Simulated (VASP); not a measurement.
Here is a VASP 6.6.1 calculation.

The input INCAR:

```
SYSTEM = GaN
  ALGO = Normal
  EDIFF = 1E-6
  ENCUT = 520
  GGA = PE
  ISIF = 2
  ISMEAR = 0
  LASPH = .True.
  LCHARG = .False.
  LREAL = Auto
  LWAVE = .False.
  NBANDS = 126
  NELM = 60
  PREC = Accurate
  SIGMA = 0.05
```

KPOINTS

```
k-points
0
Gamma
  1 1 9
  0 0 0
```

File POSCAR:

```
GaN
1.0
   14.6000000000      0.0000000000      0.0000000000
    0.0000000000     14.9000000000      0.0000000000
    0.0000000000      0.0000000000      5.5636505135
Ga N
12 12
Direct
    0.7100959789      0.5000000000      0.6666666667
    0.6050479895      0.6782850633      0.6666666667
    0.6819484550      0.6029329293      0.1666666667
    0.3949520105      0.6782850633      0.6666666667
    0.5000000000      0.7058658585      0.1666666667
    0.2899040211      0.5000000000      0.6666666667
    0.3180515450      0.6029329293      0.1666666667
    0.3949520105      0.3217149367      0.6666666667
    0.3180515450      0.3970670707      0.1666666667
    0.6050479895      0.3217149367      0.6666666667
    0.5000000000      0.2941341415      0.1666666667
    0.6819484550      0.3970670707      0.1666666667
    0.6819484550      0.6029329293      0.8333333333
    0.7100959789      0.5000000000      0.3333333333
    0.5000000000      0.7058658585      0.8333333333
    0.6050479895      0.6782850633      0.3333333333
    0.3180515450      0.6029329293      0.8333333333
    0.3949520105      0.6782850633      0.3333333333
    0.3180515450      0.3970670707      0.8333333333
    0.2899040211      0.5000000000      0.3333333333
    0.5000000000      0.2941341415      0.8333333333
    0.3949520105      0.3217149367      0.3333333333
    0.6819484550      0.3970670707      0.8333333333
    0.6050479895      0.3217149367      0.3333333333
```

Potentials or basis: VASP PAW PBE potentials, release 64 (Ga_d, N).

Launch:

```sh
$ cat potpaw_PBE.64/Ga_d/POTCAR potpaw_PBE.64/N/POTCAR > POTCAR
$ mpirun -np 1 vasp_std > vasp.out
```

**Question.** Estimate the largest force.

**Answer.** 1.011 eV/Å.

**Question.** Predict the band gap on the k mesh.

**Answer.** 1.68 eV.

Forces in eV/Å, atoms in the order of the input:
```
Ga  -0.296  0.000 -0.402
Ga  -0.148 -0.260 -0.398
Ga  -0.257 -0.150 -0.404
Ga   0.148 -0.260 -0.398
Ga   0.000 -0.298 -0.398
Ga   0.296  0.000 -0.402
Ga   0.257 -0.150 -0.404
Ga   0.148  0.260 -0.398
Ga   0.257  0.150 -0.404
Ga  -0.148  0.260 -0.398
Ga   0.000  0.298 -0.398
Ga  -0.257  0.150 -0.404
N    0.804  0.464  0.401
N    0.927  0.000  0.401
N    0.000  0.928  0.401
N    0.464  0.803  0.401
N   -0.804  0.464  0.401
N   -0.464  0.803  0.401
N   -0.804 -0.464  0.401
N   -0.927  0.000  0.401
N    0.000 -0.928  0.401
N   -0.464 -0.803  0.401
N    0.804 -0.464  0.401
N    0.464 -0.803  0.401
```
